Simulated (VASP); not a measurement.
# SrO in VASP: notebook, part 2 of 2

VASP 6.6.1.

**4. Single point, LDA (atoms displaced along a vibrational mode, the cell strained)**

INCAR reads:

```
SYSTEM = SrO
PREC     = Accurate       ! precision mode
ENCUT    = 520            ! plane-wave cutoff, eV
EDIFF    = 1E-6           ! SCF threshold, eV
ISMEAR   = 0              ! smearing method
SIGMA    = 0.05           ! smearing width, eV
LREAL    = .FALSE.        ! projectors in reciprocal space
LASPH    = .TRUE.         ! aspherical terms in the spheres
NELM     = 60             ! most SCF steps
ALGO     = Normal         ! electronic algorithm
ISIF     = 2              ! what is computed and relaxed
LWAVE    = .FALSE.        ! write WAVECAR
LCHARG   = .FALSE.        ! write CHGCAR
NBANDS   = 24             ! bands
```

KPOINTS reads:

```
Automatic mesh
0
G
  9 9 8
  0 0 0
```

POSCAR reads:

```
SrO
1.0
    0.0000000000     -2.5111678675     -2.5111678675
   -2.5111678675      0.0000000000     -2.5111678675
    2.5111678675      2.5111678675     -5.0223357350
Sr O
2 2
Direct
   -0.0016350892     -0.0016350892     -0.0016350892
    0.4983649108      0.4983649108      0.4983649108
    0.7589547170      0.7589547170      0.7589547170
    0.2589547170      0.2589547170      0.2589547170
```

Potentials or basis: VASP PAW LDA potentials, release 64 (Sr_sv, O).

Started as:

```
$ cat potpaw_LDA.64/Sr_sv/POTCAR potpaw_LDA.64/O/POTCAR > POTCAR
$ mpirun -np 1 vasp_std > vasp.out
```

OUTCAR:

```text
SYSTEM = SrO
   PREC = Accurate
   ENCUT = 520
   EDIFF = 1E-6
   ISMEAR = 0
   LREAL = .FALSE.
   LASPH = .TRUE.
   NELM = 60
   ISIF = 2

 ion  position               nearest neighbor table
   1  0.998  0.998  0.998-   3 2.40   3 2.51   3 2.51   4 2.51   4 2.51   4 2.62   2 3.55   2 3.55
                             2 3.55   2 3.55   2 3.55   2 3.55   2 5.02   2 5.02   2 5.02   2 5.02
   2  0.498  0.498  0.498-   4 2.40   4 2.51   4 2.51   3 2.51   3 2.51   3 2.62   1 3.55   1 3.55
                             1 3.55   1 3.55   1 3.55   1 3.55   1 5.02   1 5.02   1 5.02   1 5.02
   3  0.759  0.759  0.759-   1 2.40   2 2.51   2 2.51   1 2.51   1 2.51   2 2.62
   4  0.259  0.259  0.259-   2 2.40   1 2.51   1 2.51   2 2.51   2 2.51   1 2.62

[... 888 lines left out ...]
  -------------------------------------------------------------------------------------
  Total        1.3710089      1.3710089      2.0885707     -0.0000473     -0.0000492     -0.0000492
  in kB       34.6787655     34.6787655     52.8290171     -0.0011952     -0.0012444     -0.0012440
  external PRESSURE =      40.7288494 kB  Pullay stress =       0.0000000 kB

 VOLUME and BASIS-vectors are now :
 -----------------------------------------------------------------------------
  energy-cutoff  :      520.00
  volume of cell :       63.34
      direct lattice vectors                 reciprocal lattice vectors
     0.000000000 -2.511167868 -2.511167868     0.099555272 -0.298665816 -0.099555272
    -2.511167868  0.000000000 -2.511167868    -0.298665816  0.099555272 -0.099555272
     2.511167868  2.511167868 -5.022335735     0.099555272  0.099555272 -0.099555272

 POSITION                                       TOTAL-FORCE (eV/Angst)
 -----------------------------------------------------------------------------------
      0.00000      0.00000    -10.02825         0.000059      0.000059     -0.334403
      0.00000      0.00000     -5.00591         0.000059      0.000059     -0.334403
      0.00000      0.00000     -7.62345        -0.000059     -0.000059      0.334403
      0.00000      0.00000     -2.60112        -0.000059     -0.000059      0.334403
 -----------------------------------------------------------------------------------
    total drift:                               -0.000291     -0.000291      0.000341

  FREE ENERGIE OF THE ION-ELECTRON SYSTEM (eV)
  ---------------------------------------------------
  free  energy   TOTEN  =       -26.7160253840 eV

  energy  without entropy=      -26.7160253840  energy(sigma->0) =      -26.71602538
```

OSZICAR:

```text
N       E                     dE             d eps       ncg     rms          rms(c)
DAV:   1     0.179257497014E+03    0.17926E+03   -0.17047E+04  8880   0.131E+03
DAV:   2    -0.208174865182E+02   -0.20007E+03   -0.18690E+03 12152   0.293E+02
DAV:   3    -0.308571522212E+02   -0.10040E+02   -0.99677E+01 13824   0.594E+01
DAV:   4    -0.311537220098E+02   -0.29657E+00   -0.29648E+00 11768   0.800E+00
DAV:   5    -0.311563111756E+02   -0.25892E-02   -0.25891E-02 12480   0.842E-01    0.285E+01
DAV:   6    -0.269962304936E+02    0.41601E+01   -0.19310E+01 10584   0.251E+01    0.346E+01
DAV:   7    -0.268819777166E+02    0.11425E+00   -0.15558E+00 12240   0.673E+00    0.237E+01
DAV:   8    -0.267577241304E+02    0.12425E+00   -0.98113E-01  9784   0.608E+00    0.401E+00
DAV:   9    -0.267151543310E+02    0.42570E-01   -0.13418E-01 11152   0.241E+00    0.997E-01
DAV:  10    -0.267166221149E+02   -0.14678E-02   -0.10859E-02 10880   0.626E-01    0.305E-01
DAV:  11    -0.267159920280E+02    0.63009E-03   -0.31071E-03 13896   0.333E-01    0.803E-02
DAV:  12    -0.267160632402E+02   -0.71212E-04   -0.52297E-04 11960   0.119E-01    0.668E-02
DAV:  13    -0.267160247348E+02    0.38505E-04   -0.11893E-04 10984   0.662E-02    0.319E-02
DAV:  14    -0.267160254045E+02   -0.66971E-06   -0.13051E-05 11936   0.201E-02    0.457E-03
DAV:  15    -0.267160253840E+02    0.20430E-07   -0.26016E-07  6960   0.340E-03
   1 F= -.26716025E+02 E0= -.26716025E+02  d E =-.207265E-20
```

stdout:

```text
POSCAR found type information on POSCAR SrO
 POSCAR found :  2 types and       4 ions
 scaLAPACK will be used
 LDA part: xc-table for (Slater(with rela. corr.)+CA(PZ))
 , standard interpolation
 -----------------------------------------------------------------------------
|                                                                             |
|           W    W    AA    RRRRR   N    N  II  N    N   GGGG   !!!           |
|           W    W   A  A   R    R  NN   N  II  NN   N  G    G  !!!           |
|           W    W  A    A  R    R  N N  N  II  N N  N  G       !!!           |
|           W WW W  AAAAAA  RRRRR   N  N N  II  N  N N  G  GGG   !            |
|           WW  WW  A    A  R   R   N   NN  II  N   NN  G    G                |
|           W    W  A    A  R    R  N    N  II  N    N   GGGG   !!!           |
|                                                                             |
|     Your reciprocal lattice and k-lattice belong to different lattice       |
|     classes:                                                                |
|                                                                             |
|        The reciprocal lattice is rhombohedral (trigonal),                   |
|        whereas your k-lattice is base-centered monoclinic.                  |
|                                                                             |
|     Results are often still useful ...                                      |
|                                                                             |
 -----------------------------------------------------------------------------

 POSCAR, INCAR and KPOINTS ok, starting setup
 FFT: planning ... GRIDC
 FFT: planning ... GRID_SOFT
 FFT: planning ... GRID
 WAVECAR not read
 entering main loop
```

It took 1.9 min on 1 thread of Intel Xeon 6975P-C (Granite Rapids), shared host; peak memory 0.34 GiB.

What came out:

| Quantity | Value |
| --- | --- |
| Free energy | -26.7160 eV |
| Pressure | 4.1 GPa |
| Largest force | 0.334 eV/Å |
| Band gap on the k mesh | 3.14 eV |

Forces on the atoms (eV/Å):
```
Sr   0.000  0.000 -0.334
Sr   0.000  0.000 -0.334
O    0.000  0.000  0.334
O    0.000  0.000  0.334
```

Levels at points of the mesh, in eV from the valence-band top:
| k point | band 13 | band 14 | band 15 | band 16 | band 17 | band 18 | band 19 | band 20 |
| --- | --- | --- | --- | --- | --- | --- | --- | --- |
| (0.00, 0.00, 0.00) | -1.27 | -0.01 | -0.01 | 0.00 | 4.34 | 6.28 | 6.33 | 6.33 |
| (0.00, 0.00, 0.50) | -0.71 | -0.71 | -0.68 | -0.68 | 6.05 | 6.05 | 6.67 | 6.67 |

Caveat: the cell differs from its parent crystal (atoms displaced along a vibrational mode, the cell strained); the cell stands under pressure; an odd mesh through Γ misses points on the zone boundary, where band edges can lie.

**5. Single point, LDA (atoms displaced along a vibrational mode)**

INCAR reads:

```
PREC     = Accurate       # precision mode
ENCUT    = 520            # plane-wave cutoff, eV
EDIFF    = 1E-6           # SCF threshold, eV
ISMEAR   = 0              # smearing method
SIGMA    = 0.05           # smearing width, eV
LREAL    = False          # projectors in reciprocal space
LASPH    = True           # aspherical terms in the spheres
NELM     = 100            # most SCF steps
ALGO     = Normal         # electronic algorithm
ISIF     = 2              # what is computed and relaxed
LWAVE    = False          # write WAVECAR
LCHARG   = False          # write CHGCAR
GGA      = CA             # functional
NBANDS   = 24             # bands
```

KPOINTS reads:

```
Automatic mesh
0
Gamma
  9 9 8
```

POSCAR reads:

```
SrO
1.0
    0.0000000000     -2.5321850030     -2.5321850030
   -2.5321850030      0.0000000000     -2.5321850030
    2.5321850030      2.5321850030     -5.0643700061
Sr O
2 2
Direct
   -0.0008166432     -0.0008166432     -0.0008166432
    0.4991833568      0.4991833568      0.4991833568
    0.7544724220      0.7544724220      0.7544724220
    0.2544724220      0.2544724220      0.2544724220
```

Started as:

```
$ cat potpaw_LDA.64/Sr_sv/POTCAR potpaw_LDA.64/O/POTCAR > POTCAR
$ mpirun -np 1 vasp_std > vasp.out
```

It took 2.4 min on 1 thread of Intel Xeon 6975P-C (Granite Rapids), shared host; peak memory 0.34 GiB.

It converged, with:

| Property | Result |
| --- | --- |
| Free energy | -26.7663 eV |
| Pressure | 0.9 GPa |
| Largest force | 0.138 eV/Å |
| Band gap on the k mesh | 3.14 eV |

Forces in eV/Å, atoms in the order of the input:
```
Sr   0.000  0.000 -0.138
Sr   0.000  0.000 -0.138
O    0.000  0.000  0.138
O    0.000  0.000  0.138
```

Stress tensor (GPa, compression positive):
```
0.79 0.00 0.00
0.00 0.79 0.00
0.00 0.00 1.20
```

Levels at points of the mesh, in eV from the valence-band top:
| k point | band 13 | band 14 | band 15 | band 16 | band 17 | band 18 | band 19 | band 20 |
| --- | --- | --- | --- | --- | --- | --- | --- | --- |
| (0.00, 0.00, 0.00) | -1.24 | 0.00 | 0.00 | 0.00 | 4.14 | 6.21 | 6.22 | 6.22 |
| (0.00, 0.00, 0.50) | -0.69 | -0.69 | -0.68 | -0.68 | 6.00 | 6.00 | 6.43 | 6.43 |

Caveat: the cell differs from its parent crystal (atoms displaced along a vibrational mode); an odd mesh through Γ misses points on the zone boundary, where band edges can lie.

**6. Single point, LDA**

This run uses another cell than the first one, of 16.24 Å³/atom.

INCAR reads:

```
SYSTEM = SrO
PREC = Accurate
ENCUT = 520
EDIFF = 1E-7
ISMEAR = 0
SIGMA = 0.05
LREAL = .False.
LASPH = .True.
NELM = 60
ALGO = Normal
ISIF = 2
LWAVE = .False.
LCHARG = .False.
GGA = CA
NBANDS = 24
```

KPOINTS reads:

```
regular mesh
0
Gamma
  9 9 8
  0 0 0
```

POSCAR reads:

```
SrO
1.0
    0.0000000000     -2.5321850030     -2.5321850030
   -2.5321850030      0.0000000000     -2.5321850030
    2.5321850030      2.5321850030     -5.0643700061
Sr O
2 2
Direct
    0.0000000000      0.0000000000      0.0000000000
    0.5000000000      0.5000000000      0.5000000000
    0.7500000000      0.7500000000      0.7500000000
    0.2500000000      0.2500000000      0.2500000000
```

Potentials or basis: VASP PAW LDA potentials, release 64 (Sr_sv, O).

Started as:

```
$ cat potpaw_LDA.64/Sr_sv/POTCAR potpaw_LDA.64/O/POTCAR > POTCAR
$ mpirun -np 1 vasp_std > vasp.out
```

OUTCAR:

```text
SYSTEM = SrO
   PREC = Accurate
   ENCUT = 520
   EDIFF = 1E-7
   ISMEAR = 0
   LREAL = .False.
   LASPH = .True.
   NELM = 60
   ISIF = 2
   GGA = CA

 ion  position               nearest neighbor table
   1  0.000  0.000  0.000-   3 2.53   3 2.53   4 2.53   4 2.53   3 2.53   4 2.53   2 3.58   2 3.58
                             2 3.58   2 3.58   2 3.58   2 3.58   2 5.06   2 5.06   2 5.06   2 5.06
   2  0.500  0.500  0.500-   4 2.53   4 2.53   3 2.53   3 2.53   3 2.53   4 2.53   1 3.58   1 3.58
                             1 3.58   1 3.58   1 3.58   1 3.58   1 5.06   1 5.06   1 5.06   1 5.06
   3  0.750  0.750  0.750-   2 2.53   2 2.53   1 2.53   1 2.53   1 2.53   2 2.53
   4  0.250  0.250  0.250-   1 2.53   1 2.53   2 2.53   2 2.53   1 2.53   2 2.53

  LATTYP: Found a trigonal (rhomboedric) cell.
 ALAT       =     6.2025611917
 COS(alpha) =     0.8333333333

  Lattice vectors:

 A1 = (   2.5321850030,   5.0643700060,  -2.5321850031)
 A2 = (   5.0643700060,   2.5321850030,  -2.5321850031)
 A3 = (   2.5321850030,   2.5321850030,  -5.0643700061)

Analysis of symmetry for initial positions (statically):
=====================================================================
 Subroutine PRICEL returns following result:

  LATTYP: Found a face centered cubic cell.
 ALAT       =     5.0643700060

  Lattice vectors:

 A1 = (   0.0000000000,  -2.5321850030,   2.5321850030)
 A2 = (   2.5321850030,  -2.5321850030,   0.0000000000)
 A3 = (   2.5321850030,   0.0000000000,   2.5321850030)

   2 primitive cells build up your supercell.

 Routine SETGRP: Setting up the symmetry group for a
 trigonal (rhombohedral) supercell.

 Subroutine GETGRP returns: Found 12 space group operations
 (whereof 12 operations were pure point group operations)
 out of a pool of 12 trial point group operations.

The static configuration has the point symmetry D_3d.

Analysis of symmetry for dynamics (positions and initial velocities):
=====================================================================
 Subroutine PRICEL returns following result:
[... 161 lines left out ...]
     AMIX_MAG =   1.60;   BMIX_MAG =  1.00
  volume/ion in A,a.u.               =      16.24       109.57
  Fermi-wavevector in a.u.,A,eV,Ry     =   1.293032  2.443477 22.748025  1.671933
  Thomas-Fermi vector in A             =   2.424703
   LORBIT       =      0    0 simple, 1 ext, 2 COOP (PROOUT), +10 PAW based schemes
   GGA     = CA    functional components
   LHFCALC =     F    Hartree Fock is set to
   AEXX    =    0.0000 exact exchange contribution
   IVDW    =     0    specifies the selected vdW correction
   LEPSILON=     F    determine dielectric tensor
   LRPA    =     F    only Hartree local field effects (RPA)
 non-spin polarized calculation
 Gauss-broadening in eV      SIGMA  =   0.05
  energy-cutoff  :      520.00
  volume of cell :       64.95
 maximum number of plane-waves:      1773
   NGX = 13   NGY = 13   NGZ = 23

 number of electron      32.0000001 magnetization

 Free energy of the ion-electron system (eV)
  ---------------------------------------------------
  ext. energy  EPLUGINS =         0.00000000
  ---------------------------------------------------
  free energy    TOTEN  =       -26.77359371 eV

  energy without entropy =      -26.77359371  energy(sigma->0) =      -26.77359371

 E-fermi :   1.8160     XC(G=0): -10.7434

 val. band max:        1.5715732261   @ k =   0.0000   0.0000   0.0000
 cond. band min:       4.6899402395   @ k =   0.4444   0.0000   0.5000
 fundamental gap:      3.1183670134
 Fermi energy:         1.8160313001

 k-point     1 :       0.0000    0.0000    0.0000
  band No.  band energies     occupation
      1     -30.3649      2.00000
      2     -30.1872      2.00000
      3     -14.9681      2.00000
      4     -13.2471      2.00000
      5     -12.1315      2.00000
      6     -12.1315      2.00000
[... 637 lines left out ...]
     23      11.7569      0.00000
     24      12.0981      0.00000

 [... further k-points ...]

------------------------ aborting loop because EDIFF is reached ----------------------------------------

  FORCE on cell =-STRESS in cart. coord.  units (eV):
  Direction    XX          YY          ZZ          XY          YZ          ZX
  --------------------------------------------------------------------------------------
  -------------------------------------------------------------------------------------
  Total        0.3406546      0.3406546      0.3406546     -0.0000187      0.0000187      0.0000187
  in kB        8.4038543      8.4038543      8.4038543     -0.0004606      0.0004606      0.0004606
  external PRESSURE =       8.4038543 kB  Pullay stress =       0.0000000 kB

 VOLUME and BASIS-vectors are now :
 -----------------------------------------------------------------------------
  energy-cutoff  :      520.00
  volume of cell :       64.95
      direct lattice vectors                 reciprocal lattice vectors
     0.000000000 -2.532185003 -2.532185003     0.098728963 -0.296186890 -0.098728963
    -2.532185003  0.000000000 -2.532185003    -0.296186890  0.098728963 -0.098728963
     2.532185003  2.532185003 -5.064370006     0.098728963  0.098728963 -0.098728963

 POSITION                                       TOTAL-FORCE (eV/Angst)
 -----------------------------------------------------------------------------------
      0.00000      0.00000      0.00000         0.000000      0.000000      0.000000
      0.00000      0.00000     -5.06437         0.000000     -0.000000      0.000000
      0.00000      0.00000     -7.59656        -0.000000      0.000000     -0.000000
      0.00000      0.00000     -2.53219        -0.000000     -0.000000     -0.000000
 -----------------------------------------------------------------------------------
    total drift:                               -0.000000      0.000000     -0.000000

  FREE ENERGIE OF THE ION-ELECTRON SYSTEM (eV)
  ---------------------------------------------------
  free  energy   TOTEN  =       -26.7735937067 eV

  energy  without entropy=      -26.7735937067  energy(sigma->0) =      -26.77359371
```

It took 2.6 min on 1 thread of Intel Xeon 6975P-C (Granite Rapids), shared host; peak memory 0.35 GiB.

What came out:

* Free energy: -26.7736 eV
* Pressure: 0.8 GPa
* Band gap on the k mesh: 3.12 eV

Levels at points of the mesh, in eV from the valence-band top:
```tsv
k point	band 14	band 15	band 16	band 17	band 18	band 19
(0.00, 0.00, 0.00)	0.00	0.00	0.00	4.13	6.20	6.20
(0.00, 0.00, 0.50)	-0.69	-0.69	-0.69	6.00	6.00	6.42
```

Caveat: an odd mesh through Γ misses points on the zone boundary, where band edges can lie.

**7. Summary**

| cell | gap on the mesh (eV) | pressure (GPa) | largest force (eV/Å) |
| --- | --- | --- | --- |
| a = 3.611, b = 3.611, c = 6.254 Å, angles 73.2, 73.2, 60.0°, 4 atoms, atomic positions A | 3.14 | -1.7 | - |
| a = 3.671, b = 3.671, c = 6.358 Å, angles 73.2, 73.2, 60.0°, 4 atoms, atomic positions A | 3.17 | -6.0 | - |
| a = 3.551, b = 3.551, c = 6.151 Å, angles 73.2, 73.2, 60.0°, 4 atoms, atomic positions B | 3.14 | 4.1 | 0.33 |
| a = 3.581, b = 3.581, c = 6.203 Å, angles 73.2, 73.2, 60.0°, 4 atoms, atomic positions C | 3.14 | 0.9 | 0.14 |
| a = 3.581, b = 3.581, c = 6.203 Å, angles 73.2, 73.2, 60.0°, 4 atoms, atomic positions A | 3.12 | 0.8 | - |

Alike in all rows: task single point; level LDA; potentials or basis VASP PAW LDA potentials, release 64 (Sr_sv, O); no spin polarisation; k mesh 9 × 9 × 8; cutoff (eV) 520; smearing gaussian 0.05 eV.

Caveats: an odd mesh through Γ misses points on the zone boundary, where band edges can lie; the cell stands under tension (at least some runs); the cell stands under pressure (at least some runs).

Total energies depend on the potentials used, so only differences within one code and one set of settings carry meaning.
